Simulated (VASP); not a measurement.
# TiO2 (P4_2/mnm) in VASP: notebook

TiO2 is run at these levels: PBE; tasks: single point, relaxation of cell and atoms.

All numbers are computed with VASP 6.6.1; they aren't measurements. Logs are shortened: lines on timing, memory, paths and dates and some standing lists are left out, and cuts for length are marked.

**Measured values to compare with.**

“Shallow Valence Band of Rutile GeO2 and P-type Doping”, 2020, arxiv:2011.08928 quotes, for a bulk crystal of TiO2 at 1.6 K: band gap 3.03 eV (direct).

How close the calculation comes is told below.

### Step 1. The cell of the first run

It takes space group P4_2/mnm (No. 136, tetragonal). Conventional cell: a = 4.640 Å, b = 4.640 Å, c = 2.965 Å, α = 90.00°, β = 90.00°, γ = 90.00°. Ti (site symmetry mmm) has 6 O at 1.96 to 2.00 Å within 2.6 Å. Within 2.6 Å of O (site symmetry m2m) lie 3 Ti at 1.96 to 2.00 Å and 1 O at 2.56 Å.

### Step 2. Single point, PBE

INCAR

```
PREC     = Accurate       # precision mode
ENCUT    = 600            # plane-wave cutoff, eV
EDIFF    = 1E-6           # SCF threshold, eV
ISMEAR   = 0              # smearing method
SIGMA    = 0.1            # smearing width, eV
LREAL    = False          # projectors in reciprocal space
LASPH    = True           # aspherical terms in the spheres
NELM     = 120            # most SCF steps
ALGO     = Normal         # electronic algorithm
ISIF     = 2              # what is computed and relaxed
LWAVE    = False          # write WAVECAR
LCHARG   = True           # write CHGCAR
GGA      = PE             # functional
LELF     = True           # ELF
LVHAR    = True         
NBANDS   = 33             # bands
GGA_COMPAT= False
```

KPOINTS

```
Automatic mesh
0
Gamma
  4 4 6
```

POSCAR

```
TiO2
1.0
    4.6403140504      0.0000000000      0.0000000000
    0.0000000000      4.6403140504      0.0000000000
    0.0000000000      0.0000000000      2.9650160084
Ti O
2 4
Direct
    0.0000000000      0.0000000000      0.0000000000
    0.5000000000      0.5000000000      0.5000000000
    0.3051378912      0.3051378912      0.0000000000
    0.1948621088      0.8051378912      0.5000000000
    0.6948621088      0.6948621088      0.0000000000
    0.8051378912      0.1948621088      0.5000000000
```

Potentials or basis: VASP PAW PBE potentials, release 64 (Ti_sv, O).

The run is started by

```sh
$ cat potpaw_PBE.64/Ti_sv/POTCAR potpaw_PBE.64/O/POTCAR > POTCAR
$ mpirun -np 1 vasp_std > vasp.out
```

OUTCAR:

```text
PREC = Accurate
   ENCUT = 600
   EDIFF = 1E-6
   ISMEAR = 0
   LREAL = False
   LASPH = True
   NELM = 120
   ISIF = 2
   GGA = PE

 ion  position               nearest neighbor table
   1  0.000  0.000  0.000-   4 1.96   6 1.96   4 1.96   6 1.96   5 2.00   3 2.00
   2  0.500  0.500  0.500-   3 1.96   5 1.96   3 1.96   5 1.96   4 2.00   6 2.00
   3  0.305  0.305  0.000-   2 1.96   2 1.96   1 2.00
   4  0.195  0.805  0.500-   1 1.96   1 1.96   2 2.00
   5  0.695  0.695  0.000-   2 1.96   2 1.96   1 2.00
   6  0.805  0.195  0.500-   1 1.96   1 1.96   2 2.00

  LATTYP: Found a simple tetragonal cell.
 ALAT       =     4.6403140504
 C/A-ratio  =     0.6389688233

  Lattice vectors:

 A1 = (   4.6403140504,   0.0000000000,   0.0000000000)
 A2 = (   0.0000000000,   4.6403140504,   0.0000000000)
 A3 = (   0.0000000000,   0.0000000000,   2.9650160084)

Analysis of symmetry for initial positions (statically):
=====================================================================
 Subroutine PRICEL returns:
 Original cell was already a primitive cell.

 Routine SETGRP: Setting up the symmetry group for a
 simple tetragonal supercell.

 Subroutine GETGRP returns: Found 16 space group operations
 (whereof  8 operations were pure point group operations)
 out of a pool of 16 trial point group operations.

The static configuration has the point symmetry D_2h.
 The point group associated with its full space group is D_4h.

Analysis of symmetry for dynamics (positions and initial velocities):
=====================================================================
 Subroutine PRICEL returns:
 Original cell was already a primitive cell.

 Routine SETGRP: Setting up the symmetry group for a
 simple tetragonal supercell.

 Subroutine GETGRP returns: Found 16 space group operations
 (whereof  8 operations were pure point group operations)
 out of a pool of 16 trial point group operations.

The dynamic configuration has the point symmetry D_2h.
 The point group associated with its full space group is D_4h.

 Subroutine INISYM returns: Found 16 space group operations
 (whereof  8 operations are pure point group operations),
 and found     1 'primitive' translations

----------------------------------------------------------------------------------------

                                     Primitive cell

  volume of cell :      63.8443

  direct lattice vectors                    reciprocal lattice vectors
     4.640314050  0.000000000  0.000000000     0.215502655  0.000000000  0.000000000
     0.000000000  4.640314050  0.000000000     0.000000000  0.215502655  0.000000000
     0.000000000  0.000000000  2.965016008     0.000000000  0.000000000  0.337266307

  length of vectors
     4.640314050  4.640314050  2.965016008     0.215502655  0.215502655  0.337266307

  position of ions in fractional coordinates (direct lattice)
     0.000000000  0.000000000  0.000000000
     0.500000000  0.500000000  0.500000000
     0.305137891  0.305137891  0.000000000
     0.194862109  0.805137891  0.500000000
     0.694862109  0.694862109  0.000000000
     0.805137891  0.194862109  0.500000000

  ion indices of the primitive-cell ions
   primitive index   ion index
                 1           1
                 2           2
                 3           3
                 4           4
                 5           5
                 6           6

----------------------------------------------------------------------------------------

 KPOINTS: Automatic mesh

Automatic generation of k-mesh.
 Grid dimensions read from file:
 generate k-points for:    4    4    6

 Generating k-lattice:

  Cartesian coordinates                     Fractional coordinates (reciprocal lattice)
     0.053875664  0.000000000  0.000000000     0.250000000  0.000000000  0.000000000
     0.000000000  0.053875664  0.000000000     0.000000000  0.250000000  0.000000000
     0.000000000  0.000000000  0.056211051     0.000000000  0.000000000  0.166666667

  Length of vectors
     0.053875664  0.053875664  0.056211051

  Shift w.r.t. Gamma in fractional coordinates (k-lattice)
     0.000000000  0.000000000  0.000000000

 Subroutine IBZKPT returns following result:
 ===========================================

 Found     24 irreducible k-points:

 Following reciprocal coordinates:
            Coordinates               Weight
  0.000000  0.000000  0.000000      1.000000
  0.250000  0.000000  0.000000      4.000000
  0.500000  0.000000  0.000000      2.000000
  0.250000  0.250000  0.000000      4.000000
  0.500000  0.250000  0.000000      4.000000
  0.500000  0.500000  0.000000      1.000000
[... 16 lines left out ...]
  0.500000  0.250000  0.500000      4.000000
  0.500000  0.500000  0.500000      1.000000
   k-points           NKPTS =     24   k-points in BZ     NKDIM =     24   number of bands    NBANDS=     33
   number of dos      NEDOS =    301   number of ions     NIONS =      6
   total plane-waves  NPLWV =  38400
   dimension x,y,z NGX =    40 NGY =   40 NGZ =   24
   dimension x,y,z NGXF=    80 NGYF=   80 NGZF=   48
   ions per type =               2   4
   NGX,Y,Z   is equivalent  to a cutoff of  14.33, 14.33, 13.46 a.u.
   NGXF,Y,Z  is equivalent  to a cutoff of  28.66, 28.66, 26.91 a.u.
 SYSTEM =  unknown system
   PREC   = accura    normal or accurate (medium, high low for compatibility)
   ISTART =      0    job   : 0-new  1-cont  2-samecut
   ICHARG =      2    charge: 1-file 2-atom 10-const
   ISPIN  =      1    spin polarized calculation?
   LNONCOLLINEAR =      F non collinear calculations
   LSORBIT =      F    spin-orbit coupling
   LASPH  =      T    aspherical Exc in radial PAW
   ENCUT  =  600.0 eV  44.10 Ry    6.64 a.u.   9.27  9.27  5.92*2*pi/ulx,y,z
   NELM   =    120;   NELMIN=  2; NELMDL= -5     # of ELM steps
   EDIFF  = 0.1E-05   stopping-criterion for ELM
   LREAL  =      F    real-space projection
   EDIFFG = 0.1E-04   stopping-criterion for IOM
   NSW    =      0    number of steps for IOM
   IBRION =     -1    ionic relax: 0-MD 1-quasi-New 2-CG
   NFREE  =      0    steps in history (QN), initial steepest desc. (CG)
   ISIF   =      2    stress and relaxation
   ISYM   =      2    0-nonsym 1-usesym 2-fastsym
   POTIM  = 0.5000    time-step for ionic-motion
   TEBEG  =    0.0;   TEEND  =   0.0 temperature during run
   PSTRESS=    0.0 pullay stress
   NELECT =      48.0000    total number of electrons
   NUPDOWN=      -1.0000    fix difference up-down
   EMIN   =  10.00;   EMAX   =-10.00  energy-range for DOS
   EFERMI =   0.00;   METHOD = LEGACY
   ISMEAR =     0;   SIGMA  =   0.10  broadening in eV -4-tet -1-fermi 0-gaus
   EFERMI_NEDOS =   21; number of points for ismear=-14 and -15
   IALGO  =     38    algorithm
   IMIX   =      4    mixing-type and parameters
     AMIX     =   0.40;   BMIX     =  1.00
     AMIX_MAG =   1.60;   BMIX_MAG =  1.00
  volume/ion in A,a.u.               =      10.64        71.81
  Fermi-wavevector in a.u.,A,eV,Ry     =   1.488611  2.813067 30.150015  2.215964
  Thomas-Fermi vector in A             =   2.601624
   LORBIT       =      0    0 simple, 1 ext, 2 COOP (PROOUT), +10 PAW based schemes
   GGA     = PE    functional components
   LHFCALC =     F    Hartree Fock is set to
   AEXX    =    0.0000 exact exchange contribution
   IVDW    =     0    specifies the selected vdW correction
   LEPSILON=     F    determine dielectric tensor
   LRPA    =     F    only Hartree local field effects (RPA)
 non-spin polarized calculation
 Gauss-broadening in eV      SIGMA  =   0.10
  energy-cutoff  :      600.00
  volume of cell :       63.84
 maximum number of plane-waves:      2150
 NGX is ok and might be reduce to    40
   NGX = 19   NGY = 19   NGZ = 11

 number of electron      47.9999980 magnetization

 Free energy of the ion-electron system (eV)
  ---------------------------------------------------
  ext. energy  EPLUGINS =         0.00000000
  ---------------------------------------------------
  free energy    TOTEN  =       -53.68332831 eV

  energy without entropy =      -53.68332831  energy(sigma->0) =      -53.68332831

 E-fermi :   5.1342     XC(G=0): -11.2897

 val. band max:        4.5879610117   @ k =   0.0000   0.0000   0.0000
 cond. band min:       6.4241205152   @ k =   0.0000   0.0000   0.0000
 fundamental gap:      1.8361595034
 Fermi energy:         5.1342396596

 k-point     1 :       0.0000    0.0000    0.0000
  band No.  band energies     occupation
      1     -52.3716      2.00000
      2     -52.3567      2.00000
      3     -28.6597      2.00000
      4     -28.6597      2.00000
      5     -28.5090      2.00000
      6     -28.5090      2.00000
[... 25 lines left out ...]
     32      11.0619      0.00000
     33      11.0624      0.00000

 k-point     2 :       0.2500    0.0000    0.0000
  band No.  band energies     occupation
      1     -52.3694      2.00000
      2     -52.3589      2.00000
      3     -28.6428      2.00000
      4     -28.6415      2.00000
      5     -28.5289      2.00000
      6     -28.5276      2.00000
[... 25 lines left out ...]
     32      10.8891      0.00000
     33      10.9210      0.00000

 k-point     3 :       0.5000    0.0000    0.0000
  band No.  band energies     occupation
      1     -52.3641      2.00000
      2     -52.3641      2.00000
      3     -28.6145      2.00000
      4     -28.6145      2.00000
      5     -28.5576      2.00000
      6     -28.5576      2.00000
[... 25 lines left out ...]
     32      10.4743      0.00000
     33      10.7330      0.00000

 k-point     4 :       0.2500    0.2500    0.0000
  band No.  band energies     occupation
      1     -52.3679      2.00000
      2     -52.3604      2.00000
      3     -28.6650      2.00000
      4     -28.6149      2.00000
      5     -28.5572      2.00000
      6     -28.5057      2.00000
[... 673 lines left out ...]
     32      10.2455      0.00000
     33      10.4865      0.00000

 k-point    23 :       0.5000    0.2500    0.5000
  band No.  band energies     occupation
      1     -52.3255      2.00000
      2     -52.3255      2.00000
      3     -28.8847      2.00000
      4     -28.8847      2.00000
      5     -28.5205      2.00000
      6     -28.5205      2.00000
[... 25 lines left out ...]
     32       9.6514      0.00000
     33      11.1886      0.00000

 k-point    24 :       0.5000    0.5000    0.5000
  band No.  band energies     occupation
      1     -52.3255      2.00000
      2     -52.3255      2.00000
      3     -28.8797      2.00000
      4     -28.8797      2.00000
      5     -28.5255      2.00000
      6     -28.5255      2.00000
[... 25 lines left out ...]
     32      10.3066      0.00000
     33      10.4727      0.00000

------------------------ aborting loop because EDIFF is reached ----------------------------------------

  FORCE on cell =-STRESS in cart. coord.  units (eV):
  Direction    XX          YY          ZZ          XY          YZ          ZX
  --------------------------------------------------------------------------------------
  -------------------------------------------------------------------------------------
  Total        0.2096009      0.2096009      0.2639686      0.0000000      0.0000000      0.0000000
  in kB        5.2599542      5.2599542      6.6243169      0.0000000      0.0000000      0.0000000
  external PRESSURE =       5.7147418 kB  Pullay stress =       0.0000000 kB

 VOLUME and BASIS-vectors are now :
 -----------------------------------------------------------------------------
  energy-cutoff  :      600.00
  volume of cell :       63.84
      direct lattice vectors                 reciprocal lattice vectors
     4.640314050  0.000000000  0.000000000     0.215502655  0.000000000  0.000000000
     0.000000000  4.640314050  0.000000000     0.000000000  0.215502655  0.000000000
     0.000000000  0.000000000  2.965016008     0.000000000  0.000000000  0.337266307

 POSITION                                       TOTAL-FORCE (eV/Angst)
 -----------------------------------------------------------------------------------
      0.00000      0.00000      0.00000        -0.000000      0.000000      0.000000
      2.32016      2.32016      1.48251        -0.000000      0.000000      0.000000
      1.41594      1.41594      0.00000        -0.023014     -0.023014     -0.000000
      0.90422      3.73609      1.48251         0.023014     -0.023014     -0.000000
      3.22438      3.22438      0.00000         0.023014      0.023014      0.000000
      3.73609      0.90422      1.48251        -0.023014      0.023014      0.000000
 -----------------------------------------------------------------------------------
    total drift:                                0.000000      0.000000     -0.000000

  FREE ENERGIE OF THE ION-ELECTRON SYSTEM (eV)
  ---------------------------------------------------
  free  energy   TOTEN  =       -53.6833283134 eV

  energy  without entropy=      -53.6833283134  energy(sigma->0) =      -53.68332831
```

It took 75 s on 1 thread of Intel Xeon 8259CL, shared host; peak memory 0.21 GiB.

What came out:

```yaml
Free_energy: -53.6833 eV
Pressure: 0.6 GPa
Largest_force: 0.033 eV/Å
Band_gap_on_the_k_mesh: 1.84 eV, direct
```

Forces on the atoms (eV/Å):
```
Ti   0.000  0.000  0.000
Ti   0.000  0.000  0.000
O   -0.023 -0.023  0.000
O    0.023 -0.023  0.000
O    0.023  0.023  0.000
O   -0.023  0.023  0.000
```

Stress tensor (GPa, compression positive):
```
0.53 0.00 0.00
0.00 0.53 0.00
0.00 0.00 0.66
```

Levels at points of the mesh, in eV from the valence-band top:
| k point | band 22 | band 23 | band 24 | band 25 | band 26 | band 27 |
| --- | --- | --- | --- | --- | --- | --- |
| (0.00, 0.00, 0.00) | -0.43 | -0.43 | 0.00 | 1.84 | 2.12 | 2.39 |
| (0.50, 0.00, 0.00) | -1.56 | -0.71 | -0.71 | 2.48 | 2.48 | 2.95 |
| (0.50, 0.50, 0.00) | -1.25 | -1.04 | -1.04 | 1.87 | 1.87 | 2.48 |
| (0.00, 0.00, 0.50) | -2.24 | -1.40 | -1.40 | 2.88 | 2.88 | 3.14 |
| (0.50, 0.00, 0.50) | -1.99 | -0.99 | -0.99 | 1.88 | 1.88 | 3.16 |
| (0.50, 0.50, 0.50) | -1.21 | -0.67 | -0.67 | 2.53 | 2.53 | 3.15 |

(Continued in part 2 of 2.)
